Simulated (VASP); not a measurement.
A run of VASP 6.6.1:

The input POSCAR:

```
SrCuSn2
1.0
    2.3496657500     -9.7912102400      0.0000000000
    2.3496657500      9.7912102400      0.0000000000
    0.0000000000      0.0000000000      4.6049918800
Sr Cu Sn
2 2 4
Direct
    0.6083150134      0.3916849866      0.2500000000
    0.3916849866      0.6083150134      0.7500000000
    0.8235412504      0.1764587496      0.2500000000
    0.1764587496      0.8235412504      0.7500000000
    0.9565823300      0.0434176700      0.2500000000
    0.0434176700      0.9565823300      0.7500000000
    0.2497879915      0.7502120085      0.2500000000
    0.7502120085      0.2497879915      0.7500000000
```

File INCAR.step1:

```
SYSTEM = SrCuSn2
PREC = Accurate
ENCUT = 660
ISMEAR = -1
SIGMA = 0.1
LREAL = .False.
LASPH = .True.
NELM = 120
NBANDS = 59
GGA = PE
ALGO = Normal
EDIFF = 1E-5
LWAVE = .True.
LCHARG = .False.
GGA_COMPAT = .False.
KPAR = 4
```

The input INCAR.step2:

```
SYSTEM = SrCuSn2
PREC = Accurate
ENCUT = 660
EDIFF = 1E-6
ISMEAR = -1
SIGMA = 0.1
LREAL = .False.
LASPH = .True.
NELM = 120
ALGO = Normal
ISIF = 2
LWAVE = .False.
LCHARG = .True.
METAGGA = R2SCAN
LMIXTAU = .True.
LVHAR = .True.
NBANDS = 59
ISTART = 1
GGA_COMPAT = .False.
KPAR = 4
```

The input KPOINTS:

```
regular mesh
0
Gamma
  7 7 7
  0 0 0
```

Potentials or basis: VASP PAW PBE potentials, release 64 (Sr_sv, Cu, Sn_d).

Command:

```bash
$ cat potpaw_PBE.64/Sr_sv/POTCAR potpaw_PBE.64/Cu/POTCAR potpaw_PBE.64/Sn_d/POTCAR > POTCAR
$ cp INCAR.step1 INCAR
$ mpirun -np 4 vasp_std > vasp.out
$ cp INCAR.step2 INCAR
$ mpirun -np 4 vasp_std > vasp.out
```

Hardware: 4 MPI ranks on AMD EPYC 9R45 96-Core Processor (Zen 5) (shared host).

Task: Estimate the wall time of this run.

Result: Run time: 37 min on 4 MPI ranks on AMD EPYC 9R45 96-Core Processor (Zen 5) (shared host), peak memory 1.4 GiB a rank. Counts: k points 64.
